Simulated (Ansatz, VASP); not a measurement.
Two plane-wave programs on Hf

```
Hf
1.0
     0.00000    2.22000    2.22000
     2.22000    0.00000    2.22000
     2.22000    2.22000    0.00000
Hf
1
Cartesian
  0.0000 0.0000 0.0000
```

Alike in both runs: task relaxation of cell and atoms; functional LDA; k mesh 10 × 10 × 10; occupations fermi-dirac, width 0.05 eV; no spin polarisation.

|  | VASP | Ansatz |
| --- | --- | --- |
| version | VASP 6.6.1 | Ansatz 0.2.0 |
| potentials or method | VASP PAW LDA potentials, release 64 (Hf_pv) | Ansatz PAW |
| plane-wave cutoff (eV) | 600 | 420 |
| valence electrons in the cell | 10 | 26 |

Ansatz gave:

| Quantity | Value |
| --- | --- |
| gap on the k mesh at the Fermi level, each at its own relaxed structure (eV) | none |
| relaxed volume (Å³/atom) | 20.76 |
| relaxed cell length with the largest relative difference (Å) | 3.085 |

Which values does VASP return?

gap on the k mesh at the Fermi level, each at its own relaxed structure (eV): none; relaxed volume (Å³/atom): 20.77; relaxed cell length with the largest relative difference (Å): 3.085.

LDA's correlation is that of Perdew and Zunger in VASP and of Perdew and Wang (1992) in Ansatz. A gap of «none» marks a metal or a gap that the smearing closes. VASP's potentials hold 10 valence electrons a cell and Ansatz's 26, so a difference there can come from the potentials and not from the codes.

Spin-orbit coupling is off throughout. Noted on Ansatz's run: the plane-wave basis is chosen anew once the cell has moved, so the energies of steps on either side of that aren't comparable.
